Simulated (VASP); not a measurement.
Runs of VASP 6.6.1 on KI. The structure is that of space group Fm-3m (No. 225), or close to it. The cells are those of the table. 

```tsv
cell	gap on the mesh (eV)	pressure (GPa)
a = 5.111, b = 5.111, c = 4.984 Å, angles 60.8, 60.8, 58.4°, 2 atoms	3.86	0.2
a = 4.798, b = 4.798, c = 4.735 Å, angles 60.4, 60.4, 59.1°, 2 atoms	4.29	3.1
a = 5.047, b = 5.047, c = 4.984 Å, angles 60.4, 60.4, 59.2°, 2 atoms	(d)	(b)
a = 5.172, b = 5.172, c = 5.109 Å, angles 60.4, 60.4, 59.2°, 2 atoms	3.76	(a)
a = 5.047, b = 5.047, c = 5.109 Å, angles 59.6, 59.6, 60.8°, 2 atoms	3.86	0.1
a = 4.735 Å, angles 60.0°, 2 atoms	4.38	(c)
a = 4.923, b = 4.923, c = 4.860 Å, angles 60.4, 60.4, 59.2°, 2 atoms	4.10	1.5
a = 4.798, b = 4.798, c = 4.860 Å, angles 59.6, 59.6, 60.9°, 2 atoms	4.22	2.5
```

Alike in all rows: task single point; level PBE; potentials or basis VASP PAW PBE potentials, release 64 (K_sv, I); no spin polarisation; k mesh 6 × 6 × 6; cutoff (eV) 520; smearing gaussian 0.05 eV.

Problem. Estimate the missing entries.

Solution. (a) -0.4; (b) 0.4; (c) 3.7; (d) 3.92.

Caveats: spin-orbit coupling is left out, which moves the levels of the heavy elements.

A k mesh can miss the band edges, and the runs leave out spin-orbit coupling on I.
